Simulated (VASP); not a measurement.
Input of a VASP 6.6.1 run:

The input POSCAR:

```
TaN
1.0
    0.0000000000      2.1790000000      2.1790000000
    2.1790000000      0.0000000000      2.1790000000
    2.1790000000      2.1790000000      0.0000000000
Ta N
1 1
Direct
    0.5000000000      0.5000000000      0.5000000000
    0.0114731528      0.0114731528     -0.0114731528
```

File INCAR.step1:

```
SYSTEM = TaN
  PREC = Accurate
  ENCUT = 520
  ISMEAR = 0
  SIGMA = 0.15
  LREAL = .FALSE.
  LASPH = .TRUE.
  NELM = 60
  NBANDS = 15
  GGA = PE
  ALGO = Normal
  EDIFF = 1E-4
  LWAVE = .TRUE.
  LCHARG = .FALSE.
```

The input INCAR.step2:

```
SYSTEM = TaN
  PREC = Accurate
  ENCUT = 520
  EDIFF = 1E-6
  ISMEAR = 0
  SIGMA = 0.15
  LREAL = .FALSE.
  LASPH = .TRUE.
  NELM = 60
  ALGO = Normal
  ISIF = 2
  LWAVE = .FALSE.
  LCHARG = .FALSE.
  METAGGA = R2SCAN
  LMIXTAU = .TRUE.
  NBANDS = 15
  ISTART = 1
```

The input KPOINTS:

```
regular mesh
0
G
  18 18 18
  0 0 0
```

Potentials or basis: VASP PAW PBE potentials, release 64 (Ta_pv, N).

Launch:

```console
$ cat potpaw_PBE.64/Ta_pv/POTCAR potpaw_PBE.64/N/POTCAR > POTCAR
$ cp INCAR.step1 INCAR
$ mpirun -np 1 vasp_std > vasp.out
$ cp INCAR.step2 INCAR
$ mpirun -np 1 vasp_std > vasp.out
```

Q: Estimate the largest force.

A: 0.432 eV/Å.

Q: Predict the pressure.

A: 12.4 GPa.

Forces in eV/Å, atoms in the order of the input:
```
Ta   0.000  0.000  0.432
N    0.000  0.000 -0.432
```

Caveat: the cell differs from its parent crystal (all N atoms moved -0.050 Å, as atom 2 towards its neighbour atom 1 (Ta) at 2.179 Å); the cell stands under pressure; the PAW data sets were made with another functional, which shifts forces and pressure a little.
